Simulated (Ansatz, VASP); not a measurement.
## CoO in VASP and in Ansatz

```xyz
2
Lattice="2.5580 0.0000 0.0000 0.0000 2.5580 0.0000 0.0000 0.0000 2.5580" Properties=species:S:1:pos:R:3 pbc="T T T"
Co    0.0000    0.0000    0.0000
O     1.2790    1.2790    1.2790
```

Alike in both runs: task single point; functional PBE; k mesh 8 × 8 × 8; occupations gaussian, width 0.1 eV; collinear spin.

|  | VASP | Ansatz |
| --- | --- | --- |
| version | VASP 6.6.1 | Ansatz 0.2.0 |
| potentials or method | VASP PAW PBE potentials, release 64 (Co, O), cutoff 520 eV | scalar-relativistic, plane waves, PAW |
| valence electrons in the cell | 15 | 23 |

```tsv
	VASP	Ansatz	Ansatz less VASP
gap on the k mesh at the Fermi level (eV)	none	none	-
pressure (GPa)	15.1	15.6	+0.50
net moment per atom (μB)	1.50	1.50	0.000
size of the moment on the site where the two differ most (μB)	0.46	0.48	+0.022
```

Site moments also hang on the region over which each program counts them. A gap of «none» marks a metal or a gap that the smearing closes. VASP's potentials hold 15 valence electrons a cell and Ansatz's 23, so a difference there can come from the potentials and not from the codes.
